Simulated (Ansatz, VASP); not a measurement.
**One calculation of Sb, two programs**

```
CELL_PARAMETERS angstrom
3.09549 0.00000 0.00000
0.00000 3.09549 0.00000
0.00000 0.00000 3.09549
ATOMIC_POSITIONS crystal
Sb 0.00000 0.00000 0.00000
```

Alike in both runs: task single point; functional r2SCAN0; k mesh 4 × 4 × 4; occupations fermi-dirac, width 0.05 eV; no spin polarisation.

|  | VASP | Ansatz |
| --- | --- | --- |
| version | VASP 6.6.1 | Ansatz 0.2.0 |
| potentials or method | VASP PAW PBE potentials, release 64 (Sb) | Ansatz PAW |
| plane-wave cutoff (eV) | 520 | 500 |
| valence electrons in the cell | 5 | 15 |

Ansatz gave:

```
gap on the k mesh at the Fermi level (eV) : none
pressure (GPa)                            : -3.3
```

Problem. What did VASP give for the same quantities?

Solution. gap on the k mesh at the Fermi level (eV): none; pressure (GPa): -4.5.

VASP's potentials were made for PBE, not for r2SCAN0. A gap of «none» marks a metal or a gap that the smearing closes. With one functional, cell and mesh, what is left measures potentials, basis and numerics. VASP's potentials hold 5 valence electrons a cell and Ansatz's 15, so a difference there can come from the potentials and not from the codes.

The k mesh is coarse, so the values compare programs but aren't converged. Spin-orbit coupling is off throughout.
